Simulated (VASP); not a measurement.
A run of VASP 6.6.1 is set up as follows.

File INCAR:

```
ALGO     = Normal         # electronic algorithm
EDIFF    = 1E-6           # SCF threshold, eV
ENCUT    = 520            # plane-wave cutoff, eV
GGA      = PS             # functional
ISIF     = 2              # what is computed and relaxed
ISMEAR   = 1              # smearing method
LASPH    = T              # aspherical terms in the spheres
LCHARG   = F              # write CHGCAR
LREAL    = F              # projectors in reciprocal space
LWAVE    = F              # write WAVECAR
NBANDS   = 8              # bands
NELM     = 100            # most SCF steps
PREC     = Accurate       # precision mode
SIGMA    = 0.05           # smearing width, eV
```

KPOINTS

```
k-points
0
Gamma
  1 1 1
```

Contents of POSCAR:

```
H
1.0
    9.0000000000      0.0000000000      0.0000000000
    0.0000000000      9.5000000000      0.0000000000
    0.0000000000      0.0000000000     10.0000000000
H
2
Direct
    0.5000000000      0.5000000000      0.4621111806
    0.5000000000      0.5000000000      0.5378888194
```

Potentials or basis: VASP PAW PBE potentials, release 64 (H).

Command:

```bash
$ cat potpaw_PBE.64/H/POTCAR > POTCAR
$ mpirun -np 1 vasp_gam > vasp.out
```

Task: Predict the gap between the frontier levels.

Result: 9.94 eV.

Task: Predict the largest force.

Result: 0.020 eV/Å.

Forces in eV/Å, atoms in the order of the input:
```
H    0.000  0.000 -0.020
H    0.000  0.000  0.020
```

Caveat: the PAW data sets were made with another functional, which shifts forces and pressure a little.
